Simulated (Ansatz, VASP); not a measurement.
## One calculation of K, two programs

The input INCAR:

```
ALGO = Fast ; EDIFF = 1E-6
ENCUT = 520 ; GGA = PS
ISIF = 2 ; ISMEAR = 0
LASPH = True ; LCHARG = True
LELF = True ; LREAL = False
LVHAR = True ; LWAVE = False
NBANDS = 16 ; NELM = 100
PREC = Accurate ; SIGMA = 0.1
```

KPOINTS

```
k-points
0
Gamma
  12 12 6
```

The input POSCAR:

```
K
1.0
    4.8590453553      0.0000000000      0.0000000000
   -2.4295226777      4.2080567159      0.0000000000
    0.0000000000      0.0000000000      7.9466424622
K
2
Direct
    0.3333333333      0.6666666667      0.2500000000
    0.6666666667      0.3333333333      0.7500000000
```

Input for Ansatz:

```yaml
crystal:
  lattice:
    - [4.8590453553, 0.0, 0.0]
    - [-2.4295226777, 4.2080567159, 0.0]
    - [0.0, 0.0, 7.9466424622]
  atoms:
    - { symbol: K, position: [0.3333333333, 0.6666666667, 0.25] }
    - { symbol: K, position: [0.6666666667, 0.3333333333, 0.75] }
basis:
  ecutwfc: 420
kpoints:
  mp_grid: { grid: [12, 12, 6] }
hamiltonian:
  xc: pbesol
scf:
  occupations: { method: gaussian, width: 0.1 }
output:
  forces: true
  stress: true
  eigenvalues: true
```

Change from the starting cell: equal strain along all axes, cell held, atoms relaxed: +4.5 %.

Alike in both runs: task single point; functional PBEsol; k mesh 12 × 12 × 6; occupations gaussian, width 0.1 eV; no spin polarisation.

|  | VASP | Ansatz |
| --- | --- | --- |
| version | VASP 6.6.1 | Ansatz 0.2.0 |
| potentials or method | VASP PAW PBE potentials, release 64 (K_sv), cutoff 520 eV | scalar-relativistic, plane waves, PAW |
| valence electrons in the cell | 18 | 18 |

|  | VASP | Ansatz | Ansatz less VASP |
| --- | --- | --- | --- |
| gap on the k mesh at the Fermi level (eV) | none | none | - |
| pressure (GPa) | -0.4 | -0.4 | +0.01 |

VASP's potentials were made for PBE, not for PBEsol. A gap of «none» marks a metal or a gap that the smearing closes.
